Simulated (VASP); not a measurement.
InSb3, 4 atoms in the cell. Symmetry: I4/mmm, No. 139, tetragonal system. Conventional cell: a = 5.179 Å, b = 5.179 Å, c = 7.434 Å, α = 90.00°, β = 90.00°, γ = 90.00°. In (site symmetry 4/mmm) has 14 Sb at 3.19 to 3.72 Å within 4.2 Å. Sb (site symmetry -4m2) has 4 In at 3.19 Å and 10 Sb at 3.19 to 3.72 Å within 4.2 Å. Within 4.2 Å of Sb (site symmetry 4/mmm) lie 8 Sb at 3.19 Å and 6 In at 3.66 to 3.72 Å.  This cell differs from its parent crystal: strain +0.0150 x Voigt [0, 0, 1, 0, 0, 0].

| Item | Value |
| --- | --- |
| Program | VASP 6.6.1 |
| Task | single point |
| Functional | PBEsol |
| Dispersion | D3(BJ) |
| Potentials or basis | VASP PAW PBE potentials, release 64 (In_d, Sb) |
| Cutoff | 520 eV |
| k mesh | 12 × 12 × 12 |
| Occupations | gaussian, width 0.15 eV |
| Spin | no spin polarisation |
| Dipole correction | no |
| Further INCAR settings | ALGO = Normal; EDIFF = 1e-06; NBANDS = 22 |

Potentials or basis: VASP PAW PBE potentials, release 64 (In_d, Sb).

Launch:

```bash
$ cat potpaw_PBE.64/In_d/POTCAR potpaw_PBE.64/Sb/POTCAR > POTCAR
$ mpirun -np 1 vasp_std > vasp.out
```

Hardware: 1 thread of Intel(R) Xeon(R) 6975P-C (Granite Rapids), on a shared host.

Task: Estimate the wall time of this run.

Result: Run time: 6 min on 1 thread of Intel(R) Xeon(R) 6975P-C (Granite Rapids), with other jobs on the host, peak memory 0.49 GiB. Counts: scf iterations 11, k points 163.
